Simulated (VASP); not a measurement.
Set up this calculation in VASP 6.6.1, as the native input.

```yaml
Task: single point
Functional: PBE
Potentials_or_basis: VASP PAW PBE potentials, release 64 (Ag, Cl)
Cutoff: 520 eV
k_mesh: 10 × 10 × 10
Occupations: gaussian, width 0.05 eV
Spin: no spin polarisation
Dipole_correction: no
Further_INCAR_settings: ALGO = Normal; EDIFF = 1e-06; NBANDS = 16
```

The structure of AgCl lies in POSCAR:

```
AgCl
1.0
    3.5673485113      0.0000000000      0.0000000000
    0.0000000000      3.5673485113      0.0000000000
    0.0000000000      0.0000000000      3.5673485113
Ag Cl
1 1
Direct
    0.0000000000      0.0000000000      0.0000000000
    0.5000000000      0.5000000000      0.5000000000
```

This cell differs from its parent crystal: strained.

The input as run:

INCAR

```
  PREC = Accurate
  ENCUT = 520
  EDIFF = 1E-6
  ISMEAR = 0
  SIGMA = 0.05
  LREAL = F
  LASPH = T
  NELM = 60
  ALGO = Normal
  ISIF = 2
  LWAVE = F
  LCHARG = F
  GGA = PE
  NBANDS = 16
```

KPOINTS

```
Automatic mesh
0
Gamma
  10 10 10
```

Potentials or basis: VASP PAW PBE potentials, release 64 (Ag, Cl).

Run with:

```bash
$ cat potpaw_PBE.64/Ag/POTCAR potpaw_PBE.64/Cl/POTCAR > POTCAR
$ mpirun -np 1 vasp_std > vasp.out
```

It gave:

* Pressure: -4.1 GPa
* Band gap on the k mesh: 0.57 eV (least direct gap 1.73 eV)

Caveat: the cell differs from its parent crystal (strained); the cell stands under tension.

Run time: 14 s on 1 thread of Intel(R) Xeon(R) 6975P-C (Granite Rapids) (shared host), peak memory 0.18 GiB.
